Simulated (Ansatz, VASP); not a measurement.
## Two plane-wave programs on TiAl

```
CELL_PARAMETERS angstrom
2.95300 0.00000 0.00000
-1.47650 2.55737 0.00000
0.00000 0.00000 4.64841
ATOMIC_POSITIONS crystal
Ti 0.00000 0.00000 0.00000
Al 0.33333 0.66667 0.50000
```

Alike in both runs: task single point; functional PBE; k mesh 18 × 18 × 10; occupations gaussian, width 0.15 eV; no spin polarisation.

|  | VASP | Ansatz |
| --- | --- | --- |
| version | VASP 6.6.1 | Ansatz 0.2.0 |
| potentials or method | VASP PAW PBE potentials, release 64 (Ti_sv, Al), cutoff 520 eV | scalar-relativistic, plane waves, PAW |
| valence electrons in the cell | 15 | 15 |

VASP gave:

```
gap on the k mesh at the Fermi level (eV)                     : none
pressure (GPa)                                                : -4.5
traceless stress, the component that is largest in VASP (GPa) : 1.34
```

Problem. What did Ansatz give for the same quantities?

Solution. gap on the k mesh at the Fermi level (eV): none; pressure (GPa): -4.5; traceless stress, the component that is largest in VASP (GPa): 1.31.

A gap of «none» marks a metal or a gap that the smearing closes. With one functional, cell and mesh, what is left measures potentials, basis and numerics.
